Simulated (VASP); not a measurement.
**Al2Au: single point with PBEsol**

Crystal: Al2Au.

```
Al Au
1.0
     0.00000    3.00000    3.00000
     3.00000    0.00000    3.00000
     3.00000    3.00000    0.00000
Al Au
2 1
Direct
  0.24201 0.24977 0.24715
  0.79404 0.73725 0.72721
  0.01651 0.99747 0.98755
```

```yaml
Program: VASP 6.6.1
Task: single point
Functional: PBEsol
Potentials_or_basis: VASP PAW PBE potentials, release 64 (Al, Au)
Cutoff: 500 eV
k_mesh: 3 × 3 × 3
Occupations: fermi-dirac, width 0.05 eV
Spin: no spin polarisation
```

```yaml
Pressure: -1.3 GPa
Largest_force: 0.155 eV/Å
```

Forces on the atoms (eV/Å):
```
Al   0.058 -0.008  0.117
Al   0.066 -0.011 -0.026
Au  -0.124  0.019 -0.091
```

Stress tensor (GPa, compression positive):
```
-1.46  2.04  1.44
 2.04 -1.48 -1.47
 1.44 -1.47 -1.03
```

Levels at points of the mesh, in eV from the Fermi level:
| k point | band 7 | band 8 | band 9 | band 10 | band 11 | band 12 |
| --- | --- | --- | --- | --- | --- | --- |
| (0.00, 0.00, 0.00) | 1.58 | 2.08 | 2.13 | 2.41 | 3.20 | 3.22 |

It took 5.1 s on 1 thread of Intel(R) Xeon(R) 6975P-C (Granite Rapids), with other jobs on the host, peak memory 0.17 GiB.

Caveat: the k points lie up to 0.60 Å⁻¹ apart; the PAW data sets were made with another functional, which shifts forces and pressure a little; spin-orbit coupling is left out, which moves the levels of the heavy elements.
